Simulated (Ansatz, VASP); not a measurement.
**Two plane-wave programs on Si3Te**

```
Si Te
1.0
     0.00000    3.68164    3.68164
     3.68164    0.00000    3.68164
     3.68164    3.68164    0.00000
Si Te
3 1
Direct
  0.50000 0.50000 0.50000
  0.25000 0.25000 0.25000
  0.75000 0.75000 0.75000
  0.00000 0.00000 0.00000
```

Change from the starting cell: species swapped into the Na3Hg type (Fm-3m, No. 225).

Alike in both runs: task relaxation of cell and atoms; functional PBE; k mesh 4 × 4 × 4; occupations gaussian, width 0.1 eV; no spin polarisation.

|  | VASP | Ansatz |
| --- | --- | --- |
| version | VASP 6.6.1 | Ansatz 0.2.0 |
| potentials or method | VASP PAW PBE potentials, release 64 (Si, Te), cutoff 600 eV | scalar-relativistic, plane waves, PAW |
| valence electrons in the cell | 18 | 28 |

```csv
,VASP,Ansatz,Ansatz less VASP
"gap on the k mesh at the Fermi level, each at its own relaxed structure (eV)",none,none,-
relaxed volume (Å³/atom),17.86,17.91,+0.050
relaxed cell length with the largest relative difference (Å),4.657,4.661,+0.0044
```

A gap of «none» marks a metal or a gap that the smearing closes. VASP's potentials hold 18 valence electrons a cell and Ansatz's 28, so a difference there can come from the potentials and not from the codes.

The k mesh is coarse, so the values compare programs but aren't converged. Neither program's run includes spin-orbit coupling. Noted on VASP's run: the volume moved by over 15 % at a fixed basis, so the end points are rough; too few bands were computed for a metal, which touches its energy and stress.
